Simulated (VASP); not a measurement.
# TaSi2 (P3_1) in VASP: a series of runs

TaSi2 is run at these levels: PBEsol; tasks: single point.

Everything below comes from runs of VASP 6.6.1. Logs are shortened: lines on timing, memory, paths and dates and some standing lists are left out, and cuts for length are marked.

## 1. The cell of the first run

Symmetry: P3_1, No. 144, trigonal system. The conventional cell has a = 4.761 Å, b = 4.761 Å, c = 6.556 Å, α = 90.00°, β = 90.00°, γ = 120.00°. Within 3.1 Å of Ta (site symmetry 1) lie 10 Si at 2.32 to 2.88 Å. Within 2.9 Å of Si (site symmetry 1) lie 4 Si at 2.10 to 2.90 Å and 5 Ta at 2.36 to 2.84 Å. Within 2.9 Å of Si (site symmetry 1) lie 4 Si at 2.10 to 2.90 Å and 5 Ta at 2.32 to 2.88 Å.

## 2. Single point, PBEsol (atoms displaced along a vibrational mode)

INCAR

```
ALGO     = Normal         # electronic algorithm
EDIFF    = 1E-7           # SCF threshold, eV
ENCUT    = 520            # plane-wave cutoff, eV
GGA      = PS             # functional
ISIF     = 2              # what is computed and relaxed
ISMEAR   = 0              # smearing method
LASPH    = T              # aspherical terms in the spheres
LCHARG   = F              # write CHGCAR
LREAL    = F              # projectors in reciprocal space
LWAVE    = F              # write WAVECAR
NBANDS   = 38             # bands
NELM     = 60             # most SCF steps
PREC     = Accurate       # precision mode
SIGMA    = 0.15           # smearing width, eV
```

KPOINTS

```
k-points
0
Gamma
  12 12 6
```

POSCAR

```
TaSi2
1.0
    4.7609902391      0.0000000000      0.0000000000
   -2.3804951195      4.1231384942      0.0000000000
    0.0000000000      0.0000000000      6.5561430408
Ta Si
3 6
Direct
    0.5065855456      0.0000000000     -0.0006310211
    0.4934144544      0.4934144544      0.6660356456
    0.0000000000      0.5065855456      0.3327023123
    0.1592827538      0.3185655077     -0.0414276237
    0.8339404377      0.1525059454      0.7121598743
    0.6814344923      0.8407172462      0.2919057096
    0.8474940546      0.6814344923      0.0454932077
    0.1592827538      0.8407172462      0.6252390430
    0.3185655077      0.1660595623      0.3788265410
```

Potentials or basis: VASP PAW PBE potentials, release 64 (Ta_pv, Si).

The run is started by

```console
$ cat potpaw_PBE.64/Ta_pv/POTCAR potpaw_PBE.64/Si/POTCAR > POTCAR
$ mpirun -np 1 vasp_std > vasp.out
```

OUTCAR:

```text
EDIFF = 1E-7
   ENCUT = 520
   GGA = PS
   ISIF = 2
   ISMEAR = 0
   LASPH = T
   LREAL = F
   NELM = 60
   PREC = Accurate

 ion  position               nearest neighbor table
   1  0.507  0.000  0.999-   5 2.32   6 2.36   4 2.70   7 2.73   7 2.74   4 2.76   4 2.82   7 2.83
                             8 2.84   9 2.88   2 3.23   2 3.23   3 3.23   3 3.23
   2  0.493  0.493  0.666-   9 2.32   4 2.36   8 2.70   5 2.73   5 2.74   8 2.76   8 2.82   5 2.83
                             6 2.84   7 2.88   1 3.23   1 3.23   3 3.23   3 3.23
   3  0.000  0.507  0.333-   7 2.32   8 2.36   6 2.70   9 2.73   9 2.74   6 2.76   6 2.82   9 2.83
                             4 2.84   5 2.88   2 3.23   2 3.23   1 3.23   1 3.23
   4  0.159  0.319  0.959-   5 2.10   2 2.36   7 2.69   1 2.70   1 2.76   1 2.82   3 2.84   7 2.84
                             7 2.90   9 3.04
   5  0.834  0.153  0.712-   4 2.10   1 2.32   8 2.69   2 2.73   2 2.74   2 2.83   8 2.84   3 2.88
                             8 2.90   6 3.04
   6  0.681  0.841  0.292-   7 2.10   1 2.36   9 2.69   3 2.70   3 2.76   3 2.82   2 2.84   9 2.84
                             9 2.90   5 3.04
   7  0.847  0.681  0.045-   6 2.10   3 2.32   4 2.69   1 2.73   1 2.74   1 2.83   4 2.84   2 2.88
                             4 2.90   8 3.04
   8  0.159  0.841  0.625-   9 2.10   3 2.36   5 2.69   2 2.70   2 2.76   2 2.82   1 2.84   5 2.84
                             5 2.90   7 3.04
   9  0.319  0.166  0.379-   8 2.10   2 2.32   6 2.69   3 2.73   3 2.74   3 2.83   6 2.84   1 2.88
                             6 2.90   4 3.04

  LATTYP: Found a hexagonal cell.
 ALAT       =     4.7609902391
 C/A-ratio  =     1.3770545016

  Lattice vectors:

 A1 = (   4.7609902391,   0.0000000000,   0.0000000000)
 A2 = (  -2.3804951195,   4.1231384942,   0.0000000000)
 A3 = (   0.0000000000,   0.0000000000,   6.5561430408)

Analysis of symmetry for initial positions (statically):
=====================================================================
 Subroutine PRICEL returns:
 Original cell was already a primitive cell.

 Routine SETGRP: Setting up the symmetry group for a
 hexagonal supercell.

 Subroutine GETGRP returns: Found  3 space group operations
 (whereof  1 operations were pure point group operations)
 out of a pool of 24 trial point group operations.

The static configuration has the point symmetry C_1 .
 The point group associated with its full space group is C_3 .

Analysis of symmetry for dynamics (positions and initial velocities):
=====================================================================
 Subroutine PRICEL returns:
 Original cell was already a primitive cell.

 Routine SETGRP: Setting up the symmetry group for a
 hexagonal supercell.

[... 130 lines left out ...]
   NELECT =      57.0000    total number of electrons
   NUPDOWN=      -1.0000    fix difference up-down
   EMIN   =  10.00;   EMAX   =-10.00  energy-range for DOS
   EFERMI =   0.00;   METHOD = LEGACY
   ISMEAR =     0;   SIGMA  =   0.15  broadening in eV -4-tet -1-fermi 0-gaus
   EFERMI_NEDOS =   21; number of points for ismear=-14 and -15
   IALGO  =     38    algorithm
   IMIX   =      4    mixing-type and parameters
     AMIX     =   0.40;   BMIX     =  1.00
     AMIX_MAG =   1.60;   BMIX_MAG =  1.00
  volume/ion in A,a.u.               =      14.30        96.50
  Fermi-wavevector in a.u.,A,eV,Ry     =   1.247887  2.358164 21.187289  1.557222
  Thomas-Fermi vector in A             =   2.381999
   LORBIT       =      0    0 simple, 1 ext, 2 COOP (PROOUT), +10 PAW based schemes
   GGA     = PS    functional components
   LHFCALC =     F    Hartree Fock is set to
   AEXX    =    0.0000 exact exchange contribution
   IVDW    =     0    specifies the selected vdW correction
   LEPSILON=     F    determine dielectric tensor
   LRPA    =     F    only Hartree local field effects (RPA)
 non-spin polarized calculation
 Gauss-broadening in eV      SIGMA  =   0.15
  energy-cutoff  :      520.00
  volume of cell :      128.70
 maximum number of plane-waves:      3501
   NGX = 17   NGY = 17   NGZ = 25

 number of electron      57.0000000 magnetization

 Free energy of the ion-electron system (eV)
  ---------------------------------------------------
  ext. energy  EPLUGINS =         0.00000000
  ---------------------------------------------------
  free energy    TOTEN  =       -72.83175948 eV

  energy without entropy =      -72.79817469  energy(sigma->0) =      -72.81496709

 E-fermi :   9.4022     XC(G=0): -12.1554

 val. band max:        9.3925402266   @ k =  -0.0833   0.3333   0.3333
 cond. band min:       9.4124532862   @ k =   0.4167   0.0000   0.1667
 fundamental gap:      0.0199130597
 Fermi energy:         9.4021531753

 k-point     1 :       0.0000    0.0000    0.0000
  band No.  band energies     occupation
      1     -24.9950      2.00000
      2     -24.9950      2.00000
      3     -24.9364      2.00000
      4     -24.9082      2.00000
      5     -24.9082      2.00000
      6     -24.8161      2.00000
[... 973 lines left out ...]
     37      12.4448      0.00000
     38      13.0839      0.00000

 [... further k-points ...]

------------------------ aborting loop because EDIFF is reached ----------------------------------------

  FORCE on cell =-STRESS in cart. coord.  units (eV):
  Direction    XX          YY          ZZ          XY          YZ          ZX
  --------------------------------------------------------------------------------------
  -------------------------------------------------------------------------------------
  Total        5.2833282      5.2833282     27.0313338      0.0000000      0.0000000      0.0000000
  in kB       65.7725284     65.7725284    336.5149972      0.0000004      0.0000000      0.0000000
  external PRESSURE =     156.0200180 kB  Pullay stress =       0.0000000 kB

 VOLUME and BASIS-vectors are now :
 -----------------------------------------------------------------------------
  energy-cutoff  :      520.00
  volume of cell :      128.70
      direct lattice vectors                 reciprocal lattice vectors
     4.760990239  0.000000000  0.000000000     0.210040338  0.121266846  0.000000000
    -2.380495119  4.123138494  0.000000000     0.000000000  0.242533692  0.000000000
     0.000000000  0.000000000  6.556143041     0.000000000  0.000000000  0.152528704

 POSITION                                       TOTAL-FORCE (eV/Angst)
 -----------------------------------------------------------------------------------
      2.41185      0.00000      6.55201        -3.195299     -0.165863      0.576871
      1.17457      2.03442      4.36662         1.454008      2.850142      0.576871
     -1.20592      2.08872      2.18124         1.741291     -2.684279      0.576871
     -0.00000      1.31349      6.28454         1.037706      0.768594      5.719874
      3.60734      0.62880      4.66902        -0.705486     -0.179555     -6.296745
      1.24298      3.46639      1.91378        -1.184475      0.514383      5.719874
      2.41276      2.80965      0.29826         0.508242     -0.521191     -6.296745
     -1.24298      3.46639      4.09916         0.146769     -1.282977      5.719874
      1.12138      0.68469      2.48364         0.197244      0.700746     -6.296745
 -----------------------------------------------------------------------------------
    total drift:                               -0.000001     -0.000000     -0.000015

  FREE ENERGIE OF THE ION-ELECTRON SYSTEM (eV)
  ---------------------------------------------------
  free  energy   TOTEN  =       -72.8317594775 eV

  energy  without entropy=      -72.7981746925  energy(sigma->0) =      -72.81496709
```

OSZICAR:

```text
N       E                     dE             d eps       ncg     rms          rms(c)
DAV:   1     0.389297966466E+03    0.38930E+03   -0.28229E+04 11552   0.142E+03
DAV:   2    -0.558144339478E+02   -0.44511E+03   -0.43321E+03 13188   0.364E+02
DAV:   3    -0.754398167397E+02   -0.19625E+02   -0.19204E+02 14698   0.673E+01
DAV:   4    -0.758080029567E+02   -0.36819E+00   -0.36599E+00 14656   0.912E+00
DAV:   5    -0.758132266310E+02   -0.52237E-02   -0.52189E-02 14256   0.115E+00    0.345E+01
DAV:   6    -0.731927083322E+02    0.26205E+01   -0.87765E+00 14544   0.136E+01    0.161E+01
DAV:   7    -0.728584084889E+02    0.33430E+00   -0.10176E+00 14228   0.437E+00    0.465E+00
DAV:   8    -0.728348922884E+02    0.23516E-01   -0.87414E-02 14794   0.129E+00    0.703E-01
DAV:   9    -0.728319360175E+02    0.29563E-02   -0.81636E-03 14624   0.398E-01    0.351E-01
DAV:  10    -0.728317869120E+02    0.14911E-03   -0.16335E-03 14386   0.178E-01    0.884E-02
DAV:  11    -0.728317589749E+02    0.27937E-04   -0.18089E-04 14032   0.592E-02    0.380E-02
DAV:  12    -0.728317605560E+02   -0.15811E-05   -0.14363E-05 15080   0.174E-02    0.104E-02
DAV:  13    -0.728317596085E+02    0.94746E-06   -0.62335E-07 13120   0.366E-03    0.159E-03
DAV:  14    -0.728317594952E+02    0.11339E-06   -0.54754E-08  8474   0.141E-03    0.727E-04
DAV:  15    -0.728317594775E+02    0.17639E-07   -0.10319E-08  8494   0.566E-04
   1 F= -.72831759E+02 E0= -.72814967E+02  d E =-.335848E-01
```

stdout:

```text
POSCAR found type information on POSCAR TaSi
 POSCAR found :  2 types and       9 ions
 scaLAPACK will be used
 -----------------------------------------------------------------------------
|                                                                             |
|                                                                             |
|     You enforced a specific xc type in the INCAR file but a different       |
|     I HOPE YOU KNOW WHAT YOU ARE DOING!                                     |
|                                                                             |
 -----------------------------------------------------------------------------

 LDA part: xc-table for (Slater+PW92), standard interpolation
 POSCAR, INCAR and KPOINTS ok, starting setup
 FFT: planning ... GRIDC
 FFT: planning ... GRID_SOFT
 FFT: planning ... GRID
 WAVECAR not read
 entering main loop
```

Wall time 9 min (1 thread of Intel Xeon Platinum 8488C (Sapphire Rapids), shared host); peak memory 0.64 GiB.

Results:

| Item | Value |
| --- | --- |
| Free energy | -72.8318 eV |
| Pressure | 15.6 GPa |
| Largest force | 6.339 eV/Å |
| Band gap on the k mesh | zero (an odd number of electrons rules out a gap without spin polarisation) |

Forces on the atoms (eV/Å):
```
Ta  -3.195 -0.166  0.577
Ta   1.454  2.850  0.577
Ta   1.741 -2.684  0.577
Si   1.038  0.769  5.720
Si  -0.705 -0.180 -6.297
Si  -1.184  0.514  5.720
Si   0.508 -0.521 -6.297
Si   0.147 -1.283  5.720
Si   0.197  0.701 -6.297
```

Caveat: the cell differs from its parent crystal (atoms displaced along a vibrational mode); the cell stands under pressure; the PAW data sets were made with another functional, which shifts forces and pressure a little; spin-orbit coupling is left out, which moves the levels of the heavy elements.

(Part 1 of 2 ends here.)
